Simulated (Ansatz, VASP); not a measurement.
Ag in VASP and in Ansatz

The input INCAR:

```
SYSTEM = Ag
PREC = Accurate
ENCUT = 520
EDIFF = 1E-6
ISMEAR = 0
SIGMA = 0.15
LREAL = .False.
LASPH = .True.
NELM = 80
ALGO = Fast
ISIF = 2
LWAVE = .False.
LCHARG = .True.
GGA = PS
LELF = .True.
LVHAR = .True.
NBANDS = 12
```

File KPOINTS:

```
regular mesh
0
Gamma
  20 20 20
  0 0 0
```

The input POSCAR:

```
Ag
1.0
   -1.7881063200      1.7881063200      1.5894278400
    1.7881063200     -1.7881063200      1.5894278400
    1.7881063200      1.7881063200     -1.5894278400
Ag
1
Direct
    0.0000000000      0.0000000000      0.0000000000
```

Input for Ansatz:

```yaml
crystal:
  lattice:
    - [-1.78810632, 1.78810632, 1.58942784]
    - [1.78810632, -1.78810632, 1.58942784]
    - [1.78810632, 1.78810632, -1.58942784]
  atoms:
    - { symbol: Ag, position: [0.0, 0.0, 0.0] }
basis:
  ecutwfc: 420
kpoints:
  mp_grid: { grid: [20, 20, 20] }
hamiltonian:
  xc: pbesol
scf:
  occupations: { method: gaussian, width: 0.15 }
output:
  forces: true
  stress: true
  eigenvalues: true
```

Change from the starting cell: strain +0.080 along x and y, -0.040 along z, atoms carried along.

Alike in both runs: task single point; functional PBEsol; k mesh 20 × 20 × 20; occupations gaussian, width 0.15 eV; no spin polarisation.

|  | VASP | Ansatz |
| --- | --- | --- |
| version | VASP 6.6.1 | Ansatz 0.2.0 |
| potentials or method | VASP PAW PBE potentials, release 64 (Ag), cutoff 520 eV | scalar-relativistic, plane waves, PAW |
| valence electrons in the cell | 11 | 19 |

```csv
,VASP,Ansatz,Ansatz less VASP
gap on the k mesh at the Fermi level (eV),none,none,-
pressure (GPa),-12.8,-12.8,-0.01
"traceless stress, the component that is largest in VASP (GPa)",-0.26,-0.27,-0.007
```

VASP's potentials were made for PBE, not for PBEsol. A gap of «none» marks a metal or a gap that the smearing closes. VASP's potentials hold 11 valence electrons a cell and Ansatz's 19, so a difference there can come from the potentials and not from the codes.
